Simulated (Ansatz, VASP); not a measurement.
**Two plane-wave programs on NaScTe2**

```
Na Te Sc
1.0
     4.22195    0.00000    0.00000
     0.00000    4.22195    0.00000
     0.00000    0.00000    5.77874
Na Te Sc
1 2 1
Direct
  0.00000 0.00000 0.00000
  0.00000 0.00000 0.50000
  0.50000 0.50000 0.00000
  0.50000 0.50000 0.50000
```

Alike in both runs: task single point; functional r2SCAN; k mesh 6 × 6 × 4; occupations fermi-dirac, width 0.02 eV; no spin polarisation.

```csv
,VASP,Ansatz
version,VASP 6.6.1,Ansatz 0.2.0
potentials or method,"VASP PAW PBE potentials, release 64 (Na_pv, Te, Sc_sv)","plane waves, PAW"
plane-wave cutoff (eV),520,500
valence electrons in the cell,30,52
```

|  | VASP | Ansatz | Ansatz less VASP |
| --- | --- | --- | --- |
| pressure (GPa) | 3.5 | 3.4 | -0.11 |

VASP's potentials were made for PBE, not for r2SCAN. VASP's potentials hold 30 valence electrons a cell and Ansatz's 52, so a difference there can come from the potentials and not from the codes.

Neither program's run includes spin-orbit coupling.
